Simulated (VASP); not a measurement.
**Ta2NbO2: single point with PBE**

Crystal: Ta2NbO2.

```
Ta Nb O
1.0
    -1.68864    1.68864    6.10603
     1.68864   -1.68864    6.10603
     1.68864    1.68864   -6.10603
Ta Nb O
2 1 2
Direct
  0.64252 0.64252 0.00000
  0.35748 0.35748 0.00000
  0.00000 0.00000 0.00000
  0.75000 0.25000 0.50000
  0.25000 0.75000 0.50000
```

```yaml
Program: VASP 6.6.1
Task: single point
Functional: PBE
Potentials_or_basis: VASP PAW PBE potentials, release 64 (Ta_pv, Nb_sv, O)
Cutoff: 520 eV
k_mesh: 6 × 6 × 6
Occupations: gaussian, width 0.1 eV
Spin: no spin polarisation
Dipole_correction: no
Further_INCAR_settings: ALGO = Normal; EDIFF = 1e-06; NBANDS = 32
```

```
Pressure      : 0.3 GPa
Largest force : 0.084 eV/Å
```

Forces in eV/Å, atoms in the order of the input:
```
Ta   0.000  0.000 -0.084
Ta   0.000  0.000  0.084
Nb   0.000  0.000  0.000
O    0.000  0.000  0.000
O    0.000  0.000  0.000
```

Stress tensor (GPa, compression positive):
```
0.26 0.00 0.00
0.00 0.26 0.00
0.00 0.00 0.41
```

Levels at points of the mesh, in eV from the Fermi level:
```tsv
k point	band 21	band 22	band 23	band 24	band 25	band 26
(0.00, 0.00, 0.00)	-1.11	0.39	0.68	0.74	0.74	1.10
(0.50, 0.00, 0.00)	-1.11	-0.76	0.17	0.44	0.50	0.93
(0.50, 0.50, 0.00)	-1.75	-1.49	-0.49	-0.48	-0.38	2.87
(0.50, 0.50, 0.50)	-1.91	-0.26	0.95	0.96	0.96	1.67
```

Wall time 4.9 min on 1 thread of AMD EPYC 7R43 64-Core Processor (Zen 3) (shared host), peak memory 0.32 GiB.

Caveat: the k points lie up to 0.44 Å⁻¹ apart; spin-orbit coupling is left out, which moves the levels of the heavy elements; an odd number of electrons without spin polarisation forces a metal; a magnetic or distorted state may lie lower.
